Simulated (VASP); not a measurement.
## Os: single point with PBE

Os:

```
Os
1.0
     5.10579    0.00000    0.00000
     0.00000    4.64450    0.00000
    -1.38300    0.00000    4.94462
Os
8
Cartesian
  4.2325 0.7188 0.6908
  0.2499 3.0677 1.8148
  -0.4525 3.9571 4.2871
  3.5320 1.6365 3.1387
  1.6094 0.7415 1.4813
  2.8265 3.0993 1.0079
  2.1058 3.8774 3.5173
  0.9099 1.5723 3.9324
```

This cell differs from its parent crystal: atoms moved at random.

| Property | Result |
| --- | --- |
| Program | VASP 6.6.1 |
| Task | single point |
| Functional | PBE |
| Potentials or basis | VASP PAW PBE potentials, release 64 (Os) |
| Cutoff | 520 eV |
| k mesh | 6 × 6 × 6 |
| Occupations | fermi-dirac, width 0.05 eV |
| Spin | no spin polarisation |
| Dipole correction | no |
| Further INCAR settings | ALGO = Fast; EDIFF = 1e-06; NBANDS = 42 |

| Quantity | Value |
| --- | --- |
| Pressure | 4.6 GPa |
| Largest force | 1.251 eV/Å |
| Band gap on the k mesh | zero (bands 32 and 33 overlap by 0.63 eV) |

Forces in eV/Å, atoms in the order of the input:
```
Os  -0.189  0.596  0.006
Os  -0.502  0.099 -0.418
Os  -0.565 -0.760 -0.319
Os  -0.080 -0.642  0.510
Os   0.173  0.440  0.031
Os   0.145 -0.457  0.295
Os   1.021  0.510 -0.511
Os  -0.002  0.215  0.406
```

Stress tensor (GPa, compression positive):
```
 4.58  0.33  0.35
 0.33  4.48 -0.15
 0.35 -0.15  4.66
```

Levels at points of the mesh, in eV from the Fermi level:
```
           k point  band 28  band 29  band 30  band 31  band 32  band 33  band 34  band 35  band 36  band 37
(0.00, 0.00, 0.00)    -1.60    -1.41    -1.36    -0.94    -0.47    -0.20     0.52     0.93     1.09     1.32
(0.50, 0.00, 0.00)    -1.71    -1.14    -0.64    -0.61    -0.04     0.12     0.24     0.60     1.59     1.79
(0.00, 0.50, 0.00)    -1.06    -0.75    -0.61    -0.30    -0.19    -0.16    -0.13     0.76     0.86     1.04
(0.50, 0.50, 0.00)    -1.22    -1.11    -1.03    -0.27    -0.15     0.26     0.48     1.04     1.08     1.66
(0.00, 0.00, 0.50)    -1.60    -0.52    -0.46    -0.18    -0.17     0.25     0.27     1.20     1.27     1.68
(0.50, 0.00, 0.50)    -1.44    -1.18    -1.13    -0.35    -0.29     0.61     0.63     1.23     1.26     1.43
(0.00, 0.50, 0.50)    -1.48    -1.08    -1.07    -0.90    -0.84     0.57     0.59     0.89     0.93     1.56
(0.50, 0.50, 0.50)    -1.36    -1.21    -1.18     0.34     0.43     0.80     0.81     1.15     1.17     1.86
```

It took 5.8 min on 1 thread of Intel(R) Xeon(R) 6975P-C (Granite Rapids), with other jobs on the host, peak memory 0.49 GiB.

Caveat: the cell differs from its parent crystal (atoms moved at random); the cell stands under pressure; spin-orbit coupling is left out, which moves the levels of the heavy elements; forces of over 1 eV/Å act on the atoms, so gaps and moduli don't describe the material at rest.
